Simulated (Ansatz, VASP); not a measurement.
ZnO in VASP and in Ansatz

File INCAR:

```
SYSTEM = ZnO
ALGO = Normal
EDIFF = 1E-7
ENCUT = 520
GGA = PE
ISIF = 2
ISMEAR = -1
LASPH = .TRUE.
LCHARG = .FALSE.
LREAL = .FALSE.
LWAVE = .FALSE.
NBANDS = 26
NELM = 80
PREC = Accurate
SIGMA = 0.02
```

File KPOINTS:

```
k-points
0
G
  11 11 6
  0 0 0
```

POSCAR

```
ZnO
1.0
    3.2493987239      0.0000000000      0.0000000000
   -1.6246993619      2.8140618419      0.0000000000
    0.0000000000      0.0000000000      5.1517620000
Zn O
2 2
Direct
    0.3333333333      0.6666666667      0.0000000000
    0.6666666667      0.3333333333      0.5000000000
    0.3333333333      0.6666666667      0.3821000000
    0.6666666667      0.3333333333      0.8821000000
```

Input for Ansatz:

```yaml
crystal:
  lattice:
    - [3.2493987239, 0.0, 0.0]
    - [-1.6246993619, 2.8140618419, 0.0]
    - [0.0, 0.0, 5.151762]
  atoms:
    - { symbol: Zn, position: [0.3333333333, 0.6666666667, 0.0] }
    - { symbol: Zn, position: [0.6666666667, 0.3333333333, 0.5] }
    - { symbol: O, position: [0.3333333333, 0.6666666667, 0.3821] }
    - { symbol: O, position: [0.6666666667, 0.3333333333, 0.8821] }
kpoints:
  mp_grid: { grid: [11, 11, 6] }
  band_path:
    path:
      - [0.0, 0.0, 0.0]
      - [0.5, 0.0, 0.0]
      - [0.3333333333, 0.3333333333, 0.0]
      - [0.0, 0.0, 0.0]
      - [0.0, 0.0, 0.5]
      - [0.5, 0.0, 0.5]
      - [0.3333333333, 0.3333333333, 0.5]
      - [0.0, 0.0, 0.5]
      - [0.5, 0.0, 0.5]
    npoints: 5
scf:
  occupations: { method: fermi_dirac, width: 0.02 }
hamiltonian:
  xc: pbe
  pseudopotentials: { kind: all_electron, lapw: { basis_error: 0.0005 } }
output:
  forces: true
  stress: true
  eigenvalues: true
```

Change from the starting cell: zz strain of -1 %.

Alike in both runs: task single point; functional PBE; k mesh 11 × 11 × 6; occupations fermi-dirac, width 0.02 eV; no spin polarisation.

```csv
,VASP,Ansatz
version,VASP 6.6.1,Ansatz 0.2.0
potentials or method,"VASP PAW PBE potentials, release 64 (Zn, O), cutoff 520 eV","all-electron LAPW, scalar-relativistic"
```

Ansatz gave:

| Property | Result |
| --- | --- |
| gap on the k mesh at the Fermi level (eV) | 0.85 |
| pressure (GPa) | 6.4 |
| traceless stress, the component that is largest in VASP (GPa) | 1.74 |
| rms of the force components (eV/Å) | 0.038 |

**Question.** Estimate VASP's values.

**Answer.** gap on the k mesh at the Fermi level (eV): 0.82; pressure (GPa): 7.6; traceless stress, the component that is largest in VASP (GPa): 1.78; rms of the force components (eV/Å): 0.041.

Atom by atom the forces differ by 0.004 eV/Å (rms over components). Ansatz ran all-electron here, and VASP with PAW potentials.
